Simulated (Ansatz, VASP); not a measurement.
One calculation of SnSe, two programs

INCAR

```
ALGO = Normal ; EDIFF = 1E-6
ENCUT = 520 ; GGA = PE
ISIF = 2 ; ISMEAR = -1
IVDW = 12 ; LASPH = True
LCHARG = False ; LREAL = False
LWAVE = False ; NBANDS = 50
NELM = 80 ; PREC = Accurate
SIGMA = 0.05
```

KPOINTS

```
k-points
0
Gamma
  3 6 6
```

POSCAR

```
SnSe
1.0
   11.6439784321      0.0000000000      0.0000000000
    0.0000000000      4.2721777259      0.0000000000
    0.0000000000      0.0000000000      4.5474731880
Sn Se
4 4
Direct
    0.8770000000      0.7500000000      0.9090000000
    0.6230000000      0.2500000000      0.4090000000
    0.3770000000      0.7500000000      0.5910000000
    0.1230000000      0.2500000000      0.0910000000
    0.6430000000      0.7500000000      0.9840000000
    0.8570000000      0.2500000000      0.4840000000
    0.1430000000      0.7500000000      0.5160000000
    0.3570000000      0.2500000000      0.0160000000
```

File input.yaml:

```yaml
crystal:
  lattice:
    - [11.6439784321, 0.0, 0.0]
    - [0.0, 4.2721777259, 0.0]
    - [0.0, 0.0, 4.547473188]
  atoms:
    - { symbol: Sn, position: [0.877, 0.75, 0.909] }
    - { symbol: Sn, position: [0.623, 0.25, 0.409] }
    - { symbol: Sn, position: [0.377, 0.75, 0.591] }
    - { symbol: Sn, position: [0.123, 0.25, 0.091] }
    - { symbol: Se, position: [0.643, 0.75, 0.984] }
    - { symbol: Se, position: [0.857, 0.25, 0.484] }
    - { symbol: Se, position: [0.143, 0.75, 0.516] }
    - { symbol: Se, position: [0.357, 0.25, 0.016] }
hamiltonian:
  xc: pbe
  pseudopotentials: { kind: paw }
  dispersion: d3bj
kpoints:
  mp_grid: { grid: [3, 6, 6] }
scf:
  occupations: { method: fermi_dirac, width: 0.05 }
output:
  forces: true
  stress: true
  eigenvalues: true
  write_density: true
  write_potential: true
  elf: true
  volumetric_format: npy
```

Alike in both runs: task single point; functional PBE; dispersion D3(BJ); k mesh 3 × 6 × 6; occupations fermi-dirac, width 0.05 eV; no spin polarisation.

```csv
,VASP,Ansatz
version,VASP 6.6.1,Ansatz 0.2.0
potentials or method,"VASP PAW PBE potentials, release 64 (Sn_d, Se)",Ansatz PAW
plane-wave cutoff (eV),520,420
valence electrons in the cell,80,120
```

|  | VASP | Ansatz | Ansatz less VASP |
| --- | --- | --- | --- |
| gap on the k mesh at the Fermi level (eV) | 0.58 | 0.59 | +0.005 |
| least direct gap on the mesh (eV) | 0.75 | 0.76 | +0.008 |
| pressure (GPa) | -2.1 | -2.1 | -0.02 |
| traceless stress, the component that is largest in VASP (GPa) | 1.40 | 1.38 | -0.020 |
| rms of the force components (eV/Å) | 0.096 | 0.100 | +0.0044 |

Atom by atom the forces differ by 0.008 eV/Å (rms over components). VASP's potentials hold 80 valence electrons a cell and Ansatz's 120, so a difference there can come from the potentials and not from the codes.

Noted on Ansatz's run: odd divisions of the mesh miss points on the zone boundary, where band edges often lie, so the gap on the mesh can be too wide.
